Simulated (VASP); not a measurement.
# Ga2O3: single point with LDA

Crystal: Ga2O3.

```
Ga O
1.0
     6.06710   -1.50796    0.00553
     6.06710    1.50796    0.00553
    -1.37183    0.00000    5.58521
Ga O
4 6
Direct
  0.09070 0.09070 0.79506
  0.90930 0.90930 0.20494
  0.65889 0.65889 0.31430
  0.34111 0.34111 0.68570
  0.16569 0.16569 0.10935
  0.83431 0.83431 0.89065
  0.17308 0.17308 0.56220
  0.82692 0.82692 0.43780
  0.49642 0.49642 0.25579
  0.50358 0.50358 0.74421
```

| Quantity | Value |
| --- | --- |
| Program | VASP 6.6.1 |
| Task | single point |
| Functional | LDA |
| Potentials or basis | VASP PAW LDA potentials, release 64 (Ga_d, O) |
| Cutoff | 520 eV |
| k mesh | 6 × 6 × 5 |
| Occupations | gaussian, width 0.01 eV |
| Spin | no spin polarisation |
| Dipole correction | no |
| Further INCAR settings | ALGO = Normal; EDIFF = 1e-06; NBANDS = 55 |

The pressure is 1.8 GPa. The largest force is 0.067 eV/Å. The band gap on the k mesh is 2.53 eV.

Forces in eV/Å, atoms in the order of the input:
```
Ga   0.027  0.000 -0.005
Ga  -0.027  0.000  0.005
Ga  -0.005  0.000  0.027
Ga   0.005  0.000 -0.027
O    0.058  0.000  0.024
O   -0.058  0.000 -0.024
O    0.015  0.000 -0.041
O   -0.015  0.000  0.041
O    0.062  0.000  0.025
O   -0.062  0.000 -0.025
```

Stress tensor (GPa, compression positive):
```
1.64 0.00 0.05
0.00 2.05 0.00
0.05 0.00 1.79
```

Levels at points of the mesh, in eV from the valence-band top:
```csv
k point,band 40,band 41,band 42,band 43,band 44,band 45,band 46,band 47,band 48,band 49
"(0.00, 0.00, 0.00)",-0.68,-0.68,-0.49,-0.28,0.00,2.53,5.70,6.66,6.84,7.73
"(0.50, 0.00, 0.00)",-1.32,-0.76,-0.73,-0.46,-0.10,5.60,6.57,7.30,7.50,8.03
"(0.50, 0.50, 0.00)",-1.14,-0.68,-0.66,-0.41,-0.14,4.65,4.93,5.70,6.64,7.95
```

Wall time 18 min on 1 thread of Intel Xeon 8259CL, on a shared host, peak memory 0.4 GiB.

Caveat: an odd mesh through Γ misses points on the zone boundary, where band edges can lie.
